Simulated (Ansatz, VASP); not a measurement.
# Two plane-wave programs on LiNbO3

```
CELL_PARAMETERS angstrom
2.79435 1.61332 4.36857
-2.79435 1.61332 4.36857
0.00000 -3.22664 4.36857
ATOMIC_POSITIONS crystal
Li 0.25000 0.25000 0.25000
Li 0.75000 0.75000 0.75000
Nb 0.00000 0.00000 0.00000
Nb 0.50000 0.50000 0.50000
O 0.13034 0.36966 0.75000
O 0.75000 0.13034 0.36966
O 0.36966 0.75000 0.13034
O 0.86966 0.63034 0.25000
O 0.25000 0.86966 0.63034
O 0.63034 0.25000 0.86966
```

Alike in both runs: task single point; functional PBE; k mesh 6 × 6 × 6; occupations gaussian, width 0.05 eV; no spin polarisation.

```csv
,VASP,Ansatz
version,VASP 6.6.1,Ansatz 0.2.0
potentials or method,"VASP PAW PBE potentials, release 64 (Li_sv, Nb_sv, O), cutoff 520 eV","scalar-relativistic, plane waves, PAW"
valence electrons in the cell,68,68
```

```tsv
	VASP	Ansatz	Ansatz less VASP
gap on the k mesh at the Fermi level (eV)	1.87	1.89	+0.013
least direct gap on the mesh (eV)	1.87	1.89	+0.013
rms of the force components (eV/Å)	0.352	0.348	-0.0039
```

Atom by atom the forces differ by 0.004 eV/Å (rms over components). With one functional, cell and mesh, what is left measures potentials, basis and numerics.

Noted on VASP's run: the cutoff is under 1.25 times that of the potentials, so the pressure is a little rough.
